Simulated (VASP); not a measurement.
Input of a VASP 6.6.1 run:

The input INCAR:

```
SYSTEM = CdSe
PREC = Accurate
ENCUT = 520
EDIFF = 1E-6
ISMEAR = -1
SIGMA = 0.05
LREAL = .False.
LASPH = .True.
NELM = 80
ALGO = Normal
ISIF = 2
LWAVE = .False.
LCHARG = .True.
GGA = PS
LELF = .True.
LVHAR = .True.
NBANDS = 16
```

KPOINTS

```
Automatic mesh
0
Gamma
  12 12 12
  0 0 0
```

File POSCAR:

```
CdSe
1.0
    0.0000000000      2.8137356268      2.8137356268
    2.8137356268      0.0000000000      2.8137356268
    2.8137356268      2.8137356268      0.0000000000
Cd Se
1 1
Direct
    0.0000000000      0.0000000000      0.0000000000
    0.5000000000      0.5000000000      0.5000000000
```

Potentials or basis: VASP PAW PBE potentials, release 64 (Cd, Se).

The run is started by

```bash
$ cat potpaw_PBE.64/Cd/POTCAR potpaw_PBE.64/Se/POTCAR > POTCAR
$ mpirun -np 1 vasp_std > vasp.out
```

(1) What does it give for the band gap on the k mesh?

(2) Predict the pressure.

Answers

(1) zero (band 9 reaches 2.70 eV, above the bottom of band 10 at 2.16 eV).

(2) 0.5 GPa.

Caveat: the PAW data sets were made with another functional, which shifts forces and pressure a little.
